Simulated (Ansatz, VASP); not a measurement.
## C: VASP beside Ansatz

The input INCAR:

```
  PREC = Accurate
  ENCUT = 520
  EDIFF = 1E-6
  ISMEAR = 0
  SIGMA = 0.1
  LREAL = False
  LASPH = True
  NELM = 80
  ALGO = Normal
  ISIF = 2
  LWAVE = False
  LCHARG = False
  GGA = PE
  IVDW = 12
  NBANDS = 11
```

KPOINTS

```
Automatic mesh
0
Gamma
  24 24 14
```

File POSCAR:

```
C
1.0
    2.4647381471      0.0000000000      0.0000000000
   -1.2323690736      2.1345258491      0.0000000000
    0.0000000000      0.0000000000      3.4068921994
C
2
Direct
    0.3333333333      0.6666666667      0.0000000000
    0.6666666667      0.3333333333      0.0000000000
```

Input for Ansatz:

```yaml
crystal:
  lattice:
    - [2.4647381471, 0.0, 0.0]
    - [-1.2323690736, 2.1345258491, 0.0]
    - [0.0, 0.0, 3.4068921994]
  atoms:
    - { symbol: C, position: [0.3333333333, 0.6666666667, 0.0] }
    - { symbol: C, position: [0.6666666667, 0.3333333333, 0.0] }
basis:
  ecutwfc: 420
kpoints:
  mp_grid: { grid: [24, 24, 14] }
hamiltonian:
  xc: pbe
  dispersion: d3bj
scf:
  occupations: { method: gaussian, width: 0.1 }
output:
  forces: true
  stress: true
  eigenvalues: true
```

Change from the starting cell: strain along c alone, the other axes held, atoms relaxed: -4.5 %.

Alike in both runs: task single point; functional PBE; dispersion D3(BJ); k mesh 24 × 24 × 14; occupations gaussian, width 0.1 eV; no spin polarisation.

|  | VASP | Ansatz |
| --- | --- | --- |
| version | VASP 6.6.1 | Ansatz 0.2.0 |
| potentials or method | VASP PAW PBE potentials, release 64 (C), cutoff 520 eV | scalar-relativistic, plane waves, PAW |
| valence electrons in the cell | 8 | 8 |

```tsv
	VASP	Ansatz	Ansatz less VASP
gap on the k mesh at the Fermi level (eV)	none	none	-
pressure (GPa)	0.9	0.5	-0.44
traceless stress, the component that is largest in VASP (GPa)	1.04	1.55	+0.512
```

A gap of «none» marks a metal or a gap that the smearing closes.
